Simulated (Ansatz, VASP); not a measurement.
BeTe: VASP beside Ansatz

```
CELL_PARAMETERS angstrom
0.00000 2.54840 2.99160
2.54840 0.00000 2.99160
2.54840 2.54840 0.00000
ATOMIC_POSITIONS crystal
Be 0.00000 0.00000 0.00000
Te 0.75000 0.75000 0.75000
```

Change from the starting cell: strain -0.080 along x and y, +0.080 along z, atoms carried along.

Alike in both runs: task single point; functional LDA; k mesh 8 × 8 × 8; occupations gaussian, width 0.05 eV; no spin polarisation.

|  | VASP | Ansatz |
| --- | --- | --- |
| version | VASP 6.6.1 | Ansatz 0.2.0 |
| potentials or method | VASP PAW LDA potentials, release 64 (Be, Te), cutoff 520 eV | scalar-relativistic, plane waves, PAW |
| valence electrons in the cell | 8 | 18 |

```tsv
	VASP	Ansatz	Ansatz less VASP
gap on the k mesh at the Fermi level (eV)	0.73	0.75	+0.026
least direct gap on the mesh (eV)	2.83	2.85	+0.016
pressure (GPa)	7.9	7.5	-0.40
traceless stress, the component that is largest in VASP (GPa)	-9.64	-9.66	-0.021
```

LDA's correlation is that of Perdew and Zunger in VASP and of Perdew and Wang (1992) in Ansatz. VASP's potentials hold 8 valence electrons a cell and Ansatz's 18, so a difference there can come from the potentials and not from the codes.

Neither program's run includes spin-orbit coupling.
